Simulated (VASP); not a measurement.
Input of a VASP 6.6.1 run:

Contents of INCAR:

```
PREC = Accurate
ENCUT = 600
EDIFF = 1E-6
ISMEAR = 0
SIGMA = 0.05
LREAL = False
LASPH = True
NELM = 120
ALGO = Normal
ISIF = 2
LWAVE = False
LCHARG = False
GGA = PS
NBANDS = 22
GGA_COMPAT = False
```

File KPOINTS:

```
Automatic mesh
0
Gamma
  12 12 6
```

POSCAR

```
NiO2
1.0
    2.7845257550      0.0000000000      0.0000000000
   -1.3922628775      2.4114700413      0.0000000000
    0.0000000000      0.0000000000      4.8789139732
Ni O
1 2
Direct
    0.0000000000      0.0000000000      0.5000000000
    0.6666666667      0.3333333333      0.6912080179
    0.3333333333      0.6666666667      0.3087919821
```

Potentials or basis: VASP PAW PBE potentials, release 64 (Ni_sv_GW, O).

The run is started by

```sh
$ cat potpaw_PBE.64/Ni_sv_GW/POTCAR potpaw_PBE.64/O/POTCAR > POTCAR
$ mpirun -np 1 vasp_std > vasp.out
```

Task: Predict the band gap on the k mesh.

Result: 1.03 eV, indirect (least direct gap 1.27 eV).

Task: Estimate the largest force.

Result: 0.040 eV/Å.

Stress tensor (GPa, compression positive):
```
-0.80  0.00  0.00
 0.00 -0.80  0.00
 0.00  0.00 -1.35
```

Caveat: the PAW data sets were made with another functional, which shifts forces and pressure a little. A k mesh can miss the band edges.
